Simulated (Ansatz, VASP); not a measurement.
One calculation of CdS, two programs

```
CELL_PARAMETERS angstrom
0.00000 2.96318 2.96318
2.96318 0.00000 2.96318
2.96318 2.96318 0.00000
ATOMIC_POSITIONS crystal
Cd 0.00000 0.00000 0.00000
S 0.25000 0.25000 0.25000
```

Change from the starting cell: volume scaled by 1, norm-conserving files.

Alike in both runs: task single point; functional PBE; k mesh 13 × 13 × 13; occupations fermi-dirac, width 0.05 eV; no spin polarisation.

```csv
,VASP,Ansatz
version,VASP 6.6.1,Ansatz 0.2.0
potentials or method,"VASP PAW PBE potentials, release 64 (Cd, S)","norm-conserving pseudopotentials, scalar-relativistic"
plane-wave cutoff (eV),520,1071
valence electrons in the cell,18,26
```

```csv
,VASP,Ansatz,Ansatz less VASP
pressure (GPa),0.3,0.0,-0.28
```

VASP's potentials hold 18 valence electrons a cell and Ansatz's 26, so a difference there can come from the potentials and not from the codes.
